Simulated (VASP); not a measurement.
# In4Ru (I-42m) in VASP: single point with PBE

Aim: the single point of In4Ru with PBE.

Program: VASP 6.6.1. These are calculated values, not measurements. Logs are shortened: lines on timing, memory, paths and dates and some standing lists are left out, and cuts for length are marked.

**1. The cell of the first run**

The structure is tetragonal, space group I-42m (No. 121). Conventional cell: a = 6.223 Å, b = 6.223 Å, c = 6.228 Å, α = 90.00°, β = 90.00°, γ = 90.00°. In (site symmetry m) has 2 Ru at 2.73 Å and 6 In at 3.16 to 3.22 Å within 3.6 Å. Within 3.6 Å of Ru (site symmetry -42m) lie 8 In at 2.73 Å.

**2. Single point, PBE**

INCAR

```
PREC     = Accurate       # precision mode
ENCUT    = 520            # plane-wave cutoff, eV
EDIFF    = 1E-7           # SCF threshold, eV
ISMEAR   = 0              # smearing method
SIGMA    = 0.1            # smearing width, eV
LREAL    = F              # projectors in reciprocal space
LASPH    = T              # aspherical terms in the spheres
NELM     = 60             # most SCF steps
ALGO     = Fast           # electronic algorithm
ISIF     = 2              # what is computed and relaxed
LWAVE    = F              # write WAVECAR
LCHARG   = T              # write CHGCAR
GGA      = PE             # functional
LELF     = T              # ELF
LVHAR    = T            
NBANDS   = 41             # bands
```

KPOINTS

```
regular mesh
0
Gamma
  8 8 8
```

POSCAR

```
In4Ru
1.0
   -3.1115057482      3.1115057482      3.1138806963
    3.1115057482     -3.1115057482      3.1138806963
    3.1115057482      3.1115057482     -3.1138806963
In Ru
4 1
Direct
    0.0879173259      0.5293850788      0.0000000000
    0.5293850788      0.0879173259      0.0000000000
    0.4706149212      0.4706149212      0.5585322471
    0.9120826741      0.9120826741      0.4414677529
    0.0000000000      0.0000000000      0.0000000000
```

Potentials or basis: VASP PAW PBE potentials, release 64 (In_d, Ru_pv).

Started as:

```bash
> cat potpaw_PBE.64/In_d/POTCAR potpaw_PBE.64/Ru_pv/POTCAR > POTCAR
> mpirun -np 1 vasp_std > vasp.out
```

OUTCAR:

```text
PREC = Accurate
   ENCUT = 520
   EDIFF = 1E-7
   ISMEAR = 0
   LREAL = F
   LASPH = T
   NELM = 60
   ISIF = 2
   GGA = PE

 ion  position               nearest neighbor table
   1  0.088  0.529  0.000-   5 2.73   5 2.73   2 3.16   2 3.16   3 3.22   4 3.22   3 3.22   4 3.22
                             4 3.64   3 3.64   2 3.89
   2  0.529  0.088  0.000-   5 2.73   5 2.73   1 3.16   1 3.16   3 3.22   4 3.22   3 3.22   4 3.22
                             4 3.64   3 3.64   1 3.89
   3  0.471  0.471  0.559-   5 2.73   5 2.73   4 3.16   4 3.16   1 3.22   2 3.22   2 3.22   1 3.22
                             2 3.64   1 3.64   4 3.89
   4  0.912  0.912  0.441-   5 2.73   5 2.73   3 3.16   3 3.16   1 3.22   2 3.22   1 3.22   2 3.22
                             2 3.64   1 3.64   3 3.89
   5  0.000  0.000  0.000-   4 2.73   3 2.73   2 2.73   1 2.73   2 2.73   1 2.73   3 2.73   4 2.73

  LATTYP: Found a body centered tetragonal cell.
 ALAT       =     6.2230114964
 C/A-ratio  =     1.0007632794

  Lattice vectors:

 A1 = (  -3.1115057482,   3.1115057482,   3.1138806963)
 A2 = (   3.1115057482,  -3.1115057482,   3.1138806963)
 A3 = (   3.1115057482,   3.1115057482,  -3.1138806963)

Analysis of symmetry for initial positions (statically):
=====================================================================
 Subroutine PRICEL returns:
 Original cell was already a primitive cell.

 Routine SETGRP: Setting up the symmetry group for a
 body centered tetragonal supercell.

 Subroutine GETGRP returns: Found  8 space group operations
 (whereof  8 operations were pure point group operations)
 out of a pool of 16 trial point group operations.

The static configuration has the point symmetry D_2d.

Analysis of symmetry for dynamics (positions and initial velocities):
=====================================================================
 Subroutine PRICEL returns:
 Original cell was already a primitive cell.

 Routine SETGRP: Setting up the symmetry group for a
 body centered tetragonal supercell.

 Subroutine GETGRP returns: Found  8 space group operations
 (whereof  8 operations were pure point group operations)
 out of a pool of 16 trial point group operations.

The dynamic configuration has the point symmetry D_2d.

 Subroutine INISYM returns: Found  8 space group operations
 (whereof  8 operations are pure point group operations),
 and found     1 'primitive' translations

----------------------------------------------------------------------------------------

                                     Primitive cell

  volume of cell :     120.5877

  direct lattice vectors                    reciprocal lattice vectors
    -3.111505748  3.111505748  3.113880696     0.000000000  0.160693902  0.160571341
     3.111505748 -3.111505748  3.113880696     0.160693902  0.000000000  0.160571341
     3.111505748  3.111505748 -3.113880696     0.160693902  0.160693902  0.000000000

  length of vectors
     5.390657570  5.390657570  5.390657570     0.227168849  0.227168849  0.227255496

  position of ions in fractional coordinates (direct lattice)
     0.087917326  0.529385079  0.000000000
     0.529385079  0.087917326  0.000000000
     0.470614921  0.470614921  0.558532247
     0.912082674  0.912082674  0.441467753
     0.000000000  0.000000000  0.000000000

  ion indices of the primitive-cell ions
   primitive index   ion index
                 1           1
                 2           2
                 3           3
                 4           4
                 5           5

----------------------------------------------------------------------------------------

 KPOINTS: regular mesh

Automatic generation of k-mesh.
 Grid dimensions read from file:
 generate k-points for:    8    8    8

 Generating k-lattice:

  Cartesian coordinates                     Fractional coordinates (reciprocal lattice)
     0.000000000  0.020086738  0.020071418     0.125000000  0.000000000  0.000000000
     0.020086738  0.000000000  0.020071418     0.000000000  0.125000000  0.000000000
     0.020086738  0.020086738  0.000000000     0.000000000  0.000000000  0.125000000

  Length of vectors
     0.028396106  0.028396106  0.028406937

  Shift w.r.t. Gamma in fractional coordinates (k-lattice)
     0.000000000  0.000000000  0.000000000

 Subroutine IBZKPT returns following result:
 ===========================================

 Found     59 irreducible k-points:

 Following reciprocal coordinates:
            Coordinates               Weight
  0.000000  0.000000  0.000000      1.000000
  0.125000 -0.000000  0.000000      8.000000
  0.250000 -0.000000  0.000000      8.000000
  0.375000 -0.000000  0.000000      8.000000
  0.500000 -0.000000  0.000000      4.000000
  0.125000  0.125000  0.000000      8.000000
[... 16 lines left out ...]
  0.250000  0.125000  0.125000     16.000000
  0.375000  0.125000  0.125000      8.000000
 [... further k-points ...]
   k-points           NKPTS =     59   k-points in BZ     NKDIM =     59   number of bands    NBANDS=     41
   number of dos      NEDOS =    301   number of ions     NIONS =      5
   total plane-waves  NPLWV =  64000
   dimension x,y,z NGX =    40 NGY =   40 NGZ =   40
   dimension x,y,z NGXF=    80 NGYF=   80 NGZF=   80
   ions per type =               4   1
   NGX,Y,Z   is equivalent  to a cutoff of  12.34, 12.34, 12.34 a.u.
   NGXF,Y,Z  is equivalent  to a cutoff of  24.67, 24.67, 24.67 a.u.
 SYSTEM =  unknown system
   PREC   = accura    normal or accurate (medium, high low for compatibility)
   ISTART =      0    job   : 0-new  1-cont  2-samecut
   ICHARG =      2    charge: 1-file 2-atom 10-const
   ISPIN  =      1    spin polarized calculation?
   LNONCOLLINEAR =      F non collinear calculations
   LSORBIT =      F    spin-orbit coupling
   LASPH  =      T    aspherical Exc in radial PAW
   ENCUT  =  520.0 eV  38.22 Ry    6.18 a.u.  10.02 10.02 10.02*2*pi/ulx,y,z
   NELM   =     60;   NELMIN=  2; NELMDL= -5     # of ELM steps
   EDIFF  = 0.1E-06   stopping-criterion for ELM
   LREAL  =      F    real-space projection
   EDIFFG = 0.1E-05   stopping-criterion for IOM
   NSW    =      0    number of steps for IOM
   IBRION =     -1    ionic relax: 0-MD 1-quasi-New 2-CG
   NFREE  =      0    steps in history (QN), initial steepest desc. (CG)
   ISIF   =      2    stress and relaxation
   ISYM   =      2    0-nonsym 1-usesym 2-fastsym
   POTIM  = 0.5000    time-step for ionic-motion
   TEBEG  =    0.0;   TEEND  =   0.0 temperature during run
   PSTRESS=    0.0 pullay stress
   NELECT =      66.0000    total number of electrons
   NUPDOWN=      -1.0000    fix difference up-down
   EMIN   =  10.00;   EMAX   =-10.00  energy-range for DOS
   EFERMI =   0.00;   METHOD = LEGACY
   ISMEAR =     0;   SIGMA  =   0.10  broadening in eV -4-tet -1-fermi 0-gaus
   EFERMI_NEDOS =   21; number of points for ismear=-14 and -15
   IALGO  =     68    algorithm
   IMIX   =      4    mixing-type and parameters
     AMIX     =   0.40;   BMIX     =  1.00
     AMIX_MAG =   1.60;   BMIX_MAG =  1.00
  volume/ion in A,a.u.               =      24.12       162.75
  Fermi-wavevector in a.u.,A,eV,Ry     =   1.339127  2.530583 24.398797  1.793261
  Thomas-Fermi vector in A             =   2.467543
   LORBIT       =      0    0 simple, 1 ext, 2 COOP (PROOUT), +10 PAW based schemes
   GGA     = PE    functional components
   LHFCALC =     F    Hartree Fock is set to
   AEXX    =    0.0000 exact exchange contribution
   IVDW    =     0    specifies the selected vdW correction
   LEPSILON=     F    determine dielectric tensor
   LRPA    =     F    only Hartree local field effects (RPA)
 non-spin polarized calculation
 RMM-DIIS sequential band-by-band and
 Gauss-broadening in eV      SIGMA  =   0.10
  energy-cutoff  :      520.00
  volume of cell :      120.59
 maximum number of plane-waves:      3300
   NGX = 19   NGY = 19   NGZ = 19

 number of electron      65.9999999 magnetization

 Free energy of the ion-electron system (eV)
  ---------------------------------------------------
  ext. energy  EPLUGINS =         0.00000000
  ---------------------------------------------------
  free energy    TOTEN  =       -19.58664668 eV

  energy without entropy =      -19.57107073  energy(sigma->0) =      -19.57885871

 E-fermi :   7.9134     XC(G=0): -10.5183

 val. band max:        7.9092629162   @ k =   0.1250   0.1250   0.0000
 cond. band min:       7.9138555904   @ k =   0.3750  -0.0000   0.0000
 fundamental gap:      0.0045926743
 Fermi energy:         7.9134245335

 k-point     1 :       0.0000    0.0000    0.0000
  band No.  band energies     occupation
      1     -34.4671      2.00000
      2     -34.4671      2.00000
      3     -34.4544      2.00000
      4      -7.0687      2.00000
      5      -7.0656      2.00000
      6      -7.0029      2.00000
[... 33 lines left out ...]
     40      11.1537      0.00000
     41      11.4098      0.00000

 k-point     2 :       0.1250   -0.0000    0.0000
  band No.  band energies     occupation
      1     -34.4673      2.00000
      2     -34.4673      2.00000
      3     -34.4545      2.00000
      4      -7.0608      2.00000
      5      -7.0560      2.00000
      6      -7.0104      2.00000
[... 33 lines left out ...]
     40      11.5457      0.00000
     41      11.7485      0.00000

 k-point     3 :       0.2500   -0.0000    0.0000
  band No.  band energies     occupation
      1     -34.4677      2.00000
      2     -34.4676      2.00000
      3     -34.4549      2.00000
      4      -7.0422      2.00000
      5      -7.0262      2.00000
      6      -7.0091      2.00000
[... 33 lines left out ...]
     40      12.3356      0.00000
     41      12.6988      0.00000

 k-point     4 :       0.3750   -0.0000    0.0000
  band No.  band energies     occupation
      1     -34.4681      2.00000
      2     -34.4680      2.00000
      3     -34.4552      2.00000
      4      -7.0211      2.00000
      5      -6.9915      2.00000
      6      -6.9812      2.00000
[... 825 lines left out ...]
     40      12.5680      0.00000
     41      13.3596      0.00000

 k-point    23 :       0.2500    0.1250    0.1250
  band No.  band energies     occupation
      1     -34.4683      2.00000
      2     -34.4678      2.00000
      3     -34.4552      2.00000
      4      -7.0145      2.00000
      5      -7.0043      2.00000
      6      -6.9891      2.00000
[... 33 lines left out ...]
     40      12.0883      0.00000
     41      13.2862      0.00000

 k-point    24 :       0.3750    0.1250    0.1250
  band No.  band energies     occupation
      1     -34.4682      2.00000
      2     -34.4682      2.00000
      3     -34.4553      2.00000
      4      -7.0040      2.00000
      5      -6.9971      2.00000
      6      -6.9694      2.00000
[... 33 lines left out ...]
     40      12.2383      0.00000
     41      12.5458      0.00000

 [... further k-points ...]
[... 5 lines left out ...]
  --------------------------------------------------------------------------------------
  -------------------------------------------------------------------------------------
  Total        0.0210187      0.0210187      0.0308723      0.0000000     -0.0000000     -0.0000000
  in kB        0.2792627      0.2792627      0.4101821      0.0000000     -0.0000000     -0.0000000
  external PRESSURE =       0.3229025 kB  Pullay stress =       0.0000000 kB

 VOLUME and BASIS-vectors are now :
 -----------------------------------------------------------------------------
  energy-cutoff  :      520.00
  volume of cell :      120.59
      direct lattice vectors                 reciprocal lattice vectors
    -3.111505748  3.111505748  3.113880696     0.000000000  0.160693902  0.160571341
     3.111505748 -3.111505748  3.113880696     0.160693902  0.000000000  0.160571341
     3.111505748  3.111505748 -3.113880696     0.160693902  0.160693902  0.000000000

 POSITION                                       TOTAL-FORCE (eV/Angst)
 -----------------------------------------------------------------------------------
      1.37363     -1.37363      1.92221        -0.000660      0.000660      0.001513
     -1.37363      1.37363      1.92221         0.000660     -0.000660      0.001513
      1.73788      1.73788      1.19167         0.000660      0.000660     -0.001513
      1.37363      1.37363      4.30556        -0.000660     -0.000660     -0.001513
      0.00000      0.00000      0.00000         0.000000      0.000000     -0.000000
 -----------------------------------------------------------------------------------
    total drift:                               -0.000000     -0.000000     -0.000000

  FREE ENERGIE OF THE ION-ELECTRON SYSTEM (eV)
  ---------------------------------------------------
  free  energy   TOTEN  =       -19.5866466787 eV

  energy  without entropy=      -19.5710707330  energy(sigma->0) =      -19.57885871
```

Wall time 6.5 min (1 thread of Intel Xeon Platinum 8259CL at 2.50GHz (Skylake/Cascade Lake), shared host); peak memory 0.4 GiB.

Results:

| Property | Result |
| --- | --- |
| Free energy | -19.5866 eV |
| Pressure | 0.0 GPa |
| Band gap on the k mesh | zero (band 33 reaches 10.06 eV, above the bottom of band 34 at 6.85 eV) |

Caveat: spin-orbit coupling is left out, which moves the levels of the heavy elements.
